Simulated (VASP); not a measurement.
# Al2Cu (Khatyrkite) (Fmmm) in VASP: notebook

Runs on Al2Cu (Khatyrkite). Level: PBEsol. Tasks: single point.

Program: VASP 6.6.1. These are calculated values, not measurements. Logs are shortened: lines on timing, memory, paths and dates and some standing lists are left out, and cuts for length are marked.

## 1. The cell of the first run

The structure is orthorhombic, space group Fmmm (No. 69). The conventional cell has a = 4.877 Å, b = 8.408 Å, c = 8.752 Å, α = 90.00°, β = 90.00°, γ = 90.00°. Cu (site symmetry 222) has 2 Cu at 2.44 Å and 8 Al at 2.56 to 2.62 Å within 3.2 Å. Al (site symmetry mm2) has 4 Cu at 2.56 Å and 11 Al at 2.77 to 3.27 Å within 3.4 Å. Al (site symmetry m2m) has 4 Cu at 2.62 Å and 11 Al at 2.66 to 3.27 Å within 3.5 Å.

## 2. Single point, PBEsol

Contents of INCAR:

```
PREC = Accurate ; ENCUT = 520
EDIFF = 1E-7 ; ISMEAR = -1
SIGMA = 0.05 ; LREAL = False
LASPH = True ; NELM = 60
ALGO = Fast ; ISIF = 2
LWAVE = False ; LCHARG = True
GGA = PS ; LELF = True
LVHAR = True ; NBANDS = 26
```

Contents of KPOINTS:

```
Automatic mesh
0
Gamma
  6 6 6
```

Contents of POSCAR:

```
Al2Cu
1.0
   -3.0941700000      3.0941700000      2.4385000000
    3.0941700000     -3.0941700000      2.4385000000
    2.9728300000      2.9728300000     -2.4385000000
Cu Al
2 4
Direct
    0.2500000000      0.2500000000      0.0000000000
    0.7500000000      0.7500000000      0.0000000000
    0.3419000000      0.1581000000      0.5000000000
    0.8419000000      0.3419000000      0.1838000000
    0.6581000000      0.8419000000      0.5000000000
    0.1581000000      0.6581000000      0.8162000000
```

Potentials or basis: VASP PAW PBE potentials, release 64 (Cu, Al).

On the command line:

```bash
$ cat potpaw_PBE.64/Cu/POTCAR potpaw_PBE.64/Al/POTCAR > POTCAR
$ mpirun -np 1 vasp_std > vasp.out
```

OUTCAR:

```text
PREC = Accurate
   ENCUT = 520
   EDIFF = 1E-7
   ISMEAR = -1
   LREAL = False
   LASPH = True
   NELM = 60
   ISIF = 2
   GGA = PS

 ion  position               nearest neighbor table
   1  0.250  0.250  0.000-   2 2.44   2 2.44   3 2.56   3 2.56   5 2.56   5 2.56   6 2.62   4 2.62
                             4 2.62   6 2.62
   2  0.750  0.750  0.000-   1 2.44   1 2.44   5 2.56   5 2.56   3 2.56   3 2.56   6 2.62   4 2.62
                             6 2.62   4 2.62
   3  0.342  0.158  0.500-   2 2.56   1 2.56   1 2.56   2 2.56   5 2.77   5 2.92   5 2.92   6 3.10
                             4 3.10   6 3.10   4 3.10   6 3.19   4 3.19   4 3.27   6 3.27
   4  0.842  0.342  0.184-   1 2.62   2 2.62   2 2.62   1 2.62   6 2.66   6 2.89   6 2.89   3 3.10
                             5 3.10   3 3.10   5 3.10   3 3.19   5 3.19   3 3.27   5 3.27
   5  0.658  0.842  0.500-   1 2.56   2 2.56   2 2.56   1 2.56   3 2.77   3 2.92   3 2.92   6 3.10
                             4 3.10   6 3.10   4 3.10   6 3.19   4 3.19   6 3.27   4 3.27
   6  0.158  0.658  0.816-   1 2.62   2 2.62   2 2.62   1 2.62   4 2.66   4 2.89   4 2.89   3 3.10
                             5 3.10   5 3.10   3 3.10   3 3.19   5 3.19   3 3.27   5 3.27

  LATTYP: Found a face centered orthorhombic cell.
 ALAT       =     4.8770000000
 B/A-ratio  =     1.7240994483
 C/A-ratio  =     1.7944708543

  Lattice vectors:

 A1 = (   6.0670000000,  -0.1213400000,   0.0000000000)
 A2 = (   3.0941700000,  -3.0941700000,  -2.4385000000)
 A3 = (   2.9728300000,   2.9728300000,  -2.4385000000)

Analysis of symmetry for initial positions (statically):
=====================================================================
 Subroutine PRICEL returns:
 Original cell was already a primitive cell.

 Routine SETGRP: Setting up the symmetry group for a
 face centered orthorhombic supercell.

 Subroutine GETGRP returns: Found  8 space group operations
 (whereof  4 operations were pure point group operations)
 out of a pool of  8 trial point group operations.

The static configuration has the point symmetry C_2h.
 The point group associated with its full space group is D_2h.

Analysis of symmetry for dynamics (positions and initial velocities):
=====================================================================
 Subroutine PRICEL returns:
 Original cell was already a primitive cell.

 Routine SETGRP: Setting up the symmetry group for a
 face centered orthorhombic supercell.

 Subroutine GETGRP returns: Found  8 space group operations
 (whereof  4 operations were pure point group operations)
 out of a pool of  8 trial point group operations.

The dynamic configuration has the point symmetry C_2h.
 The point group associated with its full space group is D_2h.

 Subroutine INISYM returns: Found  8 space group operations
 (whereof  4 operations are pure point group operations),
 and found     1 'primitive' translations

----------------------------------------------------------------------------------------

                                     Primitive cell

  volume of cell :      89.7216

  direct lattice vectors                    reciprocal lattice vectors
    -3.094170000  3.094170000  2.438500000     0.003297841  0.164892065  0.205044084
     3.094170000 -3.094170000  2.438500000     0.164892065  0.003297841  0.205044084
     2.972830000  2.972830000 -2.438500000     0.168189907  0.168189907  0.000000000

  length of vectors
     5.009396992  5.009396992  4.860217965     0.263141303  0.263141303  0.237856447

  position of ions in fractional coordinates (direct lattice)
     0.250000000  0.250000000  0.000000000
     0.750000000  0.750000000  0.000000000
     0.341900000  0.158100000  0.500000000
     0.841900000  0.341900000  0.183800000
     0.658100000  0.841900000  0.500000000
     0.158100000  0.658100000  0.816200000

  ion indices of the primitive-cell ions
   primitive index   ion index
                 1           1
                 2           2
                 3           3
                 4           4
                 5           5
                 6           6

----------------------------------------------------------------------------------------

 KPOINTS: Automatic mesh

Automatic generation of k-mesh.
 Grid dimensions read from file:
 generate k-points for:    6    6    6

 Generating k-lattice:

  Cartesian coordinates                     Fractional coordinates (reciprocal lattice)
     0.000549640  0.027482011  0.034174014     0.166666667  0.000000000  0.000000000
     0.027482011  0.000549640  0.034174014     0.000000000  0.166666667  0.000000000
     0.028031651  0.028031651  0.000000000     0.000000000  0.000000000  0.166666667

  Length of vectors
     0.043856884  0.043856884  0.039642741

  Shift w.r.t. Gamma in fractional coordinates (k-lattice)
     0.000000000  0.000000000  0.000000000

 Subroutine IBZKPT returns following result:
 ===========================================

 Found     46 irreducible k-points:

 Following reciprocal coordinates:
            Coordinates               Weight
  0.000000  0.000000  0.000000      1.000000
  0.166667  0.000000 -0.000000      8.000000
  0.333333 -0.000000 -0.000000      8.000000
  0.500000 -0.000000  0.000000      4.000000
  0.166667  0.166667 -0.000000      4.000000
  0.333333  0.166667  0.000000      8.000000
[... 16 lines left out ...]
  0.333333  0.333333  0.166667      2.000000
 -0.333333  0.333333  0.166667      4.000000
 [... further k-points ...]
   k-points           NKPTS =     46   k-points in BZ     NKDIM =     46   number of bands    NBANDS=     26
   number of dos      NEDOS =    301   number of ions     NIONS =      6
   total plane-waves  NPLWV =  57600
   dimension x,y,z NGX =    40 NGY =   40 NGZ =   36
   dimension x,y,z NGXF=    80 NGYF=   80 NGZF=   72
   ions per type =               2   4
   NGX,Y,Z   is equivalent  to a cutoff of  13.27, 13.27, 12.31 a.u.
   NGXF,Y,Z  is equivalent  to a cutoff of  26.55, 26.55, 24.63 a.u.
 SYSTEM =  unknown system
   PREC   = accura    normal or accurate (medium, high low for compatibility)
   ISTART =      0    job   : 0-new  1-cont  2-samecut
   ICHARG =      2    charge: 1-file 2-atom 10-const
   ISPIN  =      1    spin polarized calculation?
   LNONCOLLINEAR =      F non collinear calculations
[... 24 lines left out ...]
     AMIX_MAG =   1.60;   BMIX_MAG =  1.00
  volume/ion in A,a.u.               =      14.95       100.91
  Fermi-wavevector in a.u.,A,eV,Ry     =   1.184683  2.238726 19.095419  1.403474
  Thomas-Fermi vector in A             =   2.320892
   LORBIT       =      0    0 simple, 1 ext, 2 COOP (PROOUT), +10 PAW based schemes
   GGA     = PS    functional components
   LHFCALC =     F    Hartree Fock is set to
   AEXX    =    0.0000 exact exchange contribution
   IVDW    =     0    specifies the selected vdW correction
   LEPSILON=     F    determine dielectric tensor
   LRPA    =     F    only Hartree local field effects (RPA)
 non-spin polarized calculation
 RMM-DIIS sequential band-by-band and
  energy-cutoff  :      520.00
  volume of cell :       89.72
 maximum number of plane-waves:      2430
 NGX is ok and might be reduce to    40
   NGX = 19   NGY = 19   NGZ = 19

 number of electron      34.0000015 magnetization

 Free energy of the ion-electron system (eV)
  ---------------------------------------------------
  ext. energy  EPLUGINS =         0.00000000
  ---------------------------------------------------
  free energy    TOTEN  =       -26.00144307 eV

  energy without entropy =      -25.98416151  energy(sigma->0) =      -25.99280229

 E-fermi :   7.7742     XC(G=0): -10.9332

 val. band max:        7.7691073298   @ k =   0.5000   0.3333   0.0000
 cond. band min:       7.7770338614   @ k =  -0.3333   0.1667   0.0000
 fundamental gap:      0.0079265317
 Fermi energy:         7.7742248512

 k-point     1 :       0.0000    0.0000    0.0000
  band No.  band energies     occupation
      1      -2.8754      2.00000
      2       2.5347      2.00000
      3       2.7238      2.00000
      4       2.7856      2.00000
      5       2.7952      2.00000
      6       3.6602      2.00000
[... 18 lines left out ...]
     25      13.1406      0.00000
     26      13.6555      0.00000

 k-point     2 :       0.1667    0.0000   -0.0000
  band No.  band energies     occupation
      1      -2.5860      2.00000
      2       2.5057      2.00000
      3       2.6356      2.00000
      4       2.7535      2.00000
      5       2.8438      2.00000
      6       3.6024      2.00000
[... 18 lines left out ...]
     25      13.3858      0.00000
     26      14.0187      0.00000

 k-point     3 :       0.3333   -0.0000   -0.0000
  band No.  band energies     occupation
      1      -1.7269      2.00000
      2       1.4402      2.00000
      3       2.4817      2.00000
      4       2.6851      2.00000
      5       2.9523      2.00000
      6       3.4257      2.00000
[... 18 lines left out ...]
     25      14.3352      0.00000
     26      14.5308      0.00000

 k-point     4 :       0.5000   -0.0000    0.0000
  band No.  band energies     occupation
      1      -0.3426      2.00000
      2      -0.3285      2.00000
      3       2.5274      2.00000
      4       2.6002      2.00000
      5       3.0723      2.00000
      6       3.1045      2.00000
[... 18 lines left out ...]
     25      15.1406      0.00000
     26      15.3859      0.00000

 k-point     5 :       0.1667    0.1667   -0.0000
  band No.  band energies     occupation
      1      -1.9407      2.00000
      2       2.1020      2.00000
      3       2.2620      2.00000
      4       2.6064      2.00000
      5       3.1928      2.00000
      6       3.3569      2.00000
[... 18 lines left out ...]
     25      14.3855      0.00000
     26      14.5239      0.00000

 k-point     6 :       0.3333    0.1667    0.0000
  band No.  band energies     occupation
      1      -0.7475      2.00000
      2       0.4641      2.00000
      3       1.5679      2.00000
      4       2.5908      2.00000
      5       3.2344      2.00000
      6       3.4575      2.00000
[... 427 lines left out ...]
 k-point    21 :       0.5000    0.1667    0.1667
  band No.  band energies     occupation
      1      -1.3214      2.00000
      2       1.0779      2.00000
      3       1.7209      2.00000
      4       1.9650      2.00000
      5       3.2579      2.00000
      6       3.3804      2.00000
[... 18 lines left out ...]
     25      13.0775      0.00000
     26      15.0460      0.00000

 k-point    22 :      -0.1667    0.1667    0.1667
  band No.  band energies     occupation
      1      -2.4227      2.00000
      2       2.0848      2.00000
      3       2.4110      2.00000
      4       2.7209      2.00000
      5       2.8450      2.00000
      6       3.2984      2.00000
[... 18 lines left out ...]
     25      13.5114      0.00000
     26      14.1909      0.00000

 k-point    23 :       0.3333    0.3333    0.1667
  band No.  band energies     occupation
      1      -0.3385      2.00000
      2      -0.2280      2.00000
      3       1.5705      2.00000
      4       1.8002      2.00000
      5       3.2834      2.00000
      6       3.3614      2.00000
[... 18 lines left out ...]
     25      15.1145      0.00000
     26      15.2445      0.00000

 k-point    24 :      -0.3333    0.3333    0.1667
  band No.  band energies     occupation
      1      -1.7790      2.00000
      2       0.6725      2.00000
      3       2.6415      2.00000
      4       2.6506      2.00000
      5       2.9988      2.00000
      6       3.1769      2.00000
[... 18 lines left out ...]
     25      12.8800      0.00000
     26      14.7975      0.00000

 [... further k-points ...]

------------------------ aborting loop because EDIFF is reached ----------------------------------------

  FORCE on cell =-STRESS in cart. coord.  units (eV):
  Direction    XX          YY          ZZ          XY          YZ          ZX
  --------------------------------------------------------------------------------------
  -------------------------------------------------------------------------------------
  Total       -2.2026084     -2.2026084     -0.9591226      1.9259719      0.0000000      0.0000000
  in kB      -39.3324394    -39.3324394    -17.1272535     34.3924822      0.0000000      0.0000000
  external PRESSURE =     -31.9307108 kB  Pullay stress =       0.0000000 kB

 VOLUME and BASIS-vectors are now :
 -----------------------------------------------------------------------------
  energy-cutoff  :      520.00
  volume of cell :       89.72
      direct lattice vectors                 reciprocal lattice vectors
    -3.094170000  3.094170000  2.438500000     0.003297841  0.164892065  0.205044084
     3.094170000 -3.094170000  2.438500000     0.164892065  0.003297841  0.205044084
     2.972830000  2.972830000 -2.438500000     0.168189907  0.168189907  0.000000000

 POSITION                                       TOTAL-FORCE (eV/Angst)
 -----------------------------------------------------------------------------------
      0.00000      0.00000      1.21925        -0.000000      0.000000      0.000000
      0.00000      0.00000      3.65775        -0.000000      0.000000      0.000000
      0.91771      2.05512      0.00000        -0.024258      0.024258     -0.000000
     -1.00068      2.09349      2.43850        -0.171205     -0.171205      0.000000
      2.05512      0.91771      2.43850         0.024258     -0.024258      0.000000
      3.97351      0.87934     -0.00000         0.171205      0.171205      0.000000
 -----------------------------------------------------------------------------------
    total drift:                               -0.000000     -0.000000      0.000000

  FREE ENERGIE OF THE ION-ELECTRON SYSTEM (eV)
  ---------------------------------------------------
  free  energy   TOTEN  =       -26.0014430740 eV

  energy  without entropy=      -25.9841615145  energy(sigma->0) =      -25.99280229
```

Wall time 2.3 min (1 thread of Intel Xeon 6975P-C, shared host); peak memory 0.28 GiB.

Results:

```yaml
Free_energy: -26.0014 eV
Pressure: -3.2 GPa
Largest_force: 0.242 eV/Å
Band_gap_on_the_k_mesh: zero (band 17 reaches 10.31 eV, above the bottom of band 18 at 6.37 eV)
```

Forces on the atoms (eV/Å):
```
Cu   0.000  0.000  0.000
Cu   0.000  0.000  0.000
Al  -0.024  0.024  0.000
Al  -0.171 -0.171  0.000
Al   0.024 -0.024  0.000
Al   0.171  0.171  0.000
```

Stress tensor (GPa, compression positive):
```
-3.93  3.44  0.00
 3.44 -3.93  0.00
 0.00  0.00 -1.71
```

Levels at points of the mesh, in eV from the Fermi level:
```tsv
k point	band 13	band 14	band 15	band 16	band 17	band 18	band 19	band 20	band 21	band 22
(0.00, 0.00, 0.00)	-2.56	-1.95	-1.27	-1.10	-1.09	-0.74	-0.26	0.12	1.41	1.59
(0.50, 0.00, 0.00)	-3.03	-3.00	-2.51	-2.49	0.28	0.31	3.72	3.88	4.47	4.48
(0.50, 0.50, 0.00)	-2.67	-2.63	-1.17	-1.11	-0.69	-0.59	0.99	1.62	4.47	4.65
(0.00, 0.00, 0.50)	-2.79	-2.77	-1.55	-1.37	-1.08	-0.60	0.68	0.97	4.92	5.01
(0.50, 0.50, 0.50)	-3.27	-3.15	-3.12	-1.75	2.54	2.74	3.30	3.36	4.14	4.48
```

Caveat: the PAW data sets were made with another functional, which shifts forces and pressure a little.

## 3. Single point, PBEsol

Contents of INCAR:

```
PREC = Accurate
ENCUT = 520
EDIFF = 1E-6
ISMEAR = -1
SIGMA = 0.05
LREAL = False
LASPH = True
NELM = 60
ALGO = Normal
ISIF = 2
LWAVE = False
LCHARG = False
GGA = PS
NBANDS = 26
```

Contents of KPOINTS:

```
regular mesh
0
Gamma
  6 6 6
```

Changes to POSCAR since step 2:

```diff
@@ -2,5 +2,5 @@
 1.0
-   -3.0941700000      3.0941700000      2.4385000000
-    3.0941700000     -3.0941700000      2.4385000000
-    2.9728300000      2.9728300000     -2.4385000000
+   -3.0638350000      3.0638350000      2.4385000000
+    3.0638350000     -3.0638350000      2.4385000000
+    3.0031650000      3.0031650000     -2.4385000000
 Cu Al
```

Potentials or basis: VASP PAW PBE potentials, release 64 (Cu, Al).

On the command line:

```bash
$ cat potpaw_PBE.64/Cu/POTCAR potpaw_PBE.64/Al/POTCAR > POTCAR
$ mpirun -np 1 vasp_std > vasp.out
```

Run time: 96 s. Hardware: 1 thread of Intel Xeon 6975P-C, shared host; peak memory 0.28 GiB.

It converged, with:

```yaml
Free_energy: -26.0298 eV
Pressure: -3.3 GPa
Largest_force: 0.156 eV/Å
Band_gap_on_the_k_mesh: zero (band 17 reaches 10.36 eV, above the bottom of band 18 at 6.35 eV)
```

Forces on the atoms (eV/Å):
```
Cu   0.000  0.000  0.000
Cu   0.000  0.000  0.000
Al   0.018 -0.018  0.000
Al  -0.110 -0.110  0.000
Al  -0.018  0.018  0.000
Al   0.110  0.110  0.000
```

Stress tensor (GPa, compression positive):
```
-3.99  1.73  0.00
 1.73 -3.99  0.00
 0.00  0.00 -1.96
```

Levels at points of the mesh, in eV from the Fermi level:
```csv
k point,band 14,band 15,band 16,band 17,band 18,band 19,band 20,band 21
"(0.00, 0.00, 0.00)",-1.91,-1.25,-1.08,-1.08,-0.74,-0.27,0.13,1.46
"(0.50, 0.00, 0.00)",-2.99,-2.51,-2.50,0.29,0.31,3.93,4.07,4.39
"(0.50, 0.50, 0.00)",-2.65,-1.26,-1.14,-0.80,-0.58,0.92,1.46,4.59
"(0.00, 0.00, 0.50)",-2.72,-1.45,-1.27,-1.00,-0.59,0.77,1.14,4.81
"(0.50, 0.50, 0.50)",-3.13,-3.12,-1.73,2.60,2.89,3.17,3.41,4.10
```

Caveat: the PAW data sets were made with another functional, which shifts forces and pressure a little.

## 4. Single point, PBEsol

Contents of INCAR:

```
PREC = Accurate ; ENCUT = 520
EDIFF = 1E-6 ; ISMEAR = -1
SIGMA = 0.05 ; LREAL = F
LASPH = T ; NELM = 80
ALGO = Normal ; ISIF = 2
LWAVE = F ; LCHARG = F
GGA = PS ; NBANDS = 26
```

KPOINTS is that of step 3.

Changes to POSCAR since step 3:

```diff
@@ -2,5 +2,5 @@
 1.0
-   -3.0638350000      3.0638350000      2.4385000000
-    3.0638350000     -3.0638350000      2.4385000000
-    3.0031650000      3.0031650000     -2.4385000000
+   -3.0486675000      3.0486675000      2.4385000000
+    3.0486675000     -3.0486675000      2.4385000000
+    3.0183325000      3.0183325000     -2.4385000000
 Cu Al
```

On the command line:

```bash
$ cat potpaw_PBE.64/Cu/POTCAR potpaw_PBE.64/Al/POTCAR > POTCAR
$ mpirun -np 1 vasp_std > vasp.out
```

It took 1.9 min on 1 thread of Intel Xeon 6975P-C, shared host; peak memory 0.29 GiB.

It converged, with:

```yaml
Free_energy: -26.0369 eV
Pressure: -3.3 GPa
Largest_force: 0.120 eV/Å
Band_gap_on_the_k_mesh: zero (band 17 reaches 10.37 eV, above the bottom of band 18 at 6.36 eV)
```

Forces in eV/Å, atoms in the order of the input:
```
Cu   0.000  0.000  0.000
Cu   0.000  0.000  0.000
Al   0.040 -0.040  0.000
Al  -0.085 -0.085  0.000
Al  -0.040  0.040  0.000
Al   0.085  0.085  0.000
```

Stress tensor (GPa, compression positive):
```
-3.99  0.87  0.00
 0.87 -3.99  0.00
 0.00  0.00 -2.02
```

Levels at points of the mesh, in eV from the Fermi level:
```csv
k point,band 14,band 15,band 16,band 17,band 18,band 19,band 20,band 21
"(0.00, 0.00, 0.00)",-1.90,-1.25,-1.08,-1.08,-0.74,-0.28,0.14,1.49
"(0.50, 0.00, 0.00)",-2.99,-2.50,-2.50,0.30,0.31,4.02,4.12,4.35
"(0.50, 0.50, 0.00)",-2.66,-1.30,-1.17,-0.85,-0.58,0.88,1.38,4.65
"(0.00, 0.00, 0.50)",-2.70,-1.40,-1.23,-0.95,-0.58,0.81,1.22,4.76
"(0.50, 0.50, 0.50)",-3.12,-3.11,-1.73,2.62,2.96,3.10,3.42,4.09
```

Caveat: the PAW data sets were made with another functional, which shifts forces and pressure a little.

## 5. Overview

```tsv
cell	gap on the mesh (eV)	pressure (GPa)	largest force (eV/Å)
a = 5.009, b = 5.009, c = 4.860 Å, angles 104.1, 104.1, 121.7°, 6 atoms	none	-3.2	0.24
a = 4.972, b = 4.972, c = 4.897 Å, angles 104.1, 104.1, 121.3°, 6 atoms	none	-3.3	0.16
a = 4.953, b = 4.953, c = 4.916 Å, angles 104.1, 104.1, 121.0°, 6 atoms	none	-3.3	0.12
```

Alike in all rows: task single point; level PBEsol; potentials or basis VASP PAW PBE potentials, release 64 (Cu, Al); no spin polarisation; k mesh 6 × 6 × 6; cutoff (eV) 520; smearing fermi-dirac 0.05 eV.

Caveats: the PAW data sets were made with another functional, which shifts forces and pressure a little.

Total energies depend on the potentials used, so only differences within one code and one set of settings carry meaning.
